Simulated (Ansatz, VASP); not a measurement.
HfB: VASP beside Ansatz

INCAR

```
ALGO = Normal ; EDIFF = 1E-8
ENCUT = 520 ; GGA = PE
ISIF = 2 ; ISMEAR = -1
LASPH = T ; LCHARG = F
LEFG = T ; LREAL = F
LWAVE = F ; NBANDS = 14
NELM = 100 ; PREC = Accurate
SIGMA = 0.05
```

KPOINTS

```
k-points
0
Gamma
  15 15 15
```

File POSCAR:

```
HfB
1.0
    0.0000000000      2.2905873175      2.2905873175
    2.2905873175      0.0000000000      2.2905873175
    2.2905873175      2.2905873175      0.0000000000
Hf B
1 1
Direct
    0.5000000000      0.5000000000      0.5000000000
    0.0000000000      0.0000000000      0.0000000000
```

Input for Ansatz:

```yaml
crystal:
  lattice:
    - [0.0, 2.2905873175, 2.2905873175]
    - [2.2905873175, 0.0, 2.2905873175]
    - [2.2905873175, 2.2905873175, 0.0]
  atoms:
    - { symbol: Hf, position: [0.5, 0.5, 0.5] }
    - { symbol: B, position: [0.0, 0.0, 0.0] }
kpoints:
  mp_grid: { grid: [15, 15, 15] }
scf:
  occupations: { method: fermi_dirac, width: 0.05 }
hamiltonian:
  xc: pbe
  pseudopotentials: { kind: paw }
output:
  forces: true
  stress: true
  eigenvalues: true
  efg: { contact_densities: true }
```

Change from the starting cell: volume scaled by 0.975, PAW files.

Alike in both runs: task electric field gradients; functional PBE; k mesh 15 × 15 × 15; occupations fermi-dirac, width 0.05 eV; no spin polarisation.

```csv
,VASP,Ansatz
version,VASP 6.6.1,Ansatz 0.2.0
potentials or method,"VASP PAW PBE potentials, release 64 (Hf_pv, B)","PAW with Ansatz's default frozen-core files, scalar-relativistic"
plane-wave cutoff (eV),520,420
valence electrons in the cell,13,29
```

Ansatz gave:

- pressure (GPa): 37.2

Q: What did VASP give for the same quantities?

A: Pressure (GPa): 38.3.

Both programs put the cell under a high pressure, so it lies far from rest at this level. With one functional, cell and mesh, what is left measures potentials, basis and numerics. VASP's potentials hold 13 valence electrons a cell and Ansatz's 29, so a difference there can come from the potentials and not from the codes.

Neither program's run includes spin-orbit coupling.
